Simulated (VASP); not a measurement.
Here is a VASP 6.6.1 calculation.

File INCAR:

```
ALGO     = Normal         # electronic algorithm
EDIFF    = 1E-6           # SCF threshold, eV
ENCUT    = 520            # plane-wave cutoff, eV
GGA      = PS             # functional
ISIF     = 2              # what is computed and relaxed
ISMEAR   = -1             # smearing method
ISPIN    = 2              # spin polarisation
ISYM     = 0            
LASPH    = T              # aspherical terms in the spheres
LCHARG   = T              # write CHGCAR
LELF     = T              # ELF
LMAXMIX  = 4              # l up to which the mixer works
LORBIT   = 11             # projections on sites
LREAL    = F              # projectors in reciprocal space
LVHAR    = T            
LWAVE    = F              # write WAVECAR
MAGMOM   = 4 4            # initial moments
NBANDS   = 19             # bands
NELM     = 150            # most SCF steps
PREC     = Accurate       # precision mode
SIGMA    = 0.1            # smearing width, eV
```

The input KPOINTS:

```
k-points
0
Gamma
  7 10 12
```

Contents of POSCAR:

```
Fe
1.0
   -1.7425000000     -1.7425000000     -3.4850000000
    1.7425000000     -1.7425000000      0.0000000000
   -1.7425000000     -1.7425000000      0.0000000000
Fe
2
Direct
    0.0000000000      0.0000000000      0.0000000000
    0.5000000000      0.5000000000      0.0000000000
```

Potentials or basis: VASP PAW PBE potentials, release 64 (Fe).

Command:

```console
$ cat potpaw_PBE.64/Fe/POTCAR > POTCAR
$ mpirun -np 1 vasp_std > vasp.out
```

(1) Estimate the net moment.

(2) Predict the site moments.

(3) What does it give for the pressure?

## Answers

(1) 1.84 μB per cell.

(2) Fe +0.91 μB.

(3) -12.8 GPa.

Caveat: the cell stands under tension; the PAW data sets were made with another functional, which shifts forces and pressure a little.
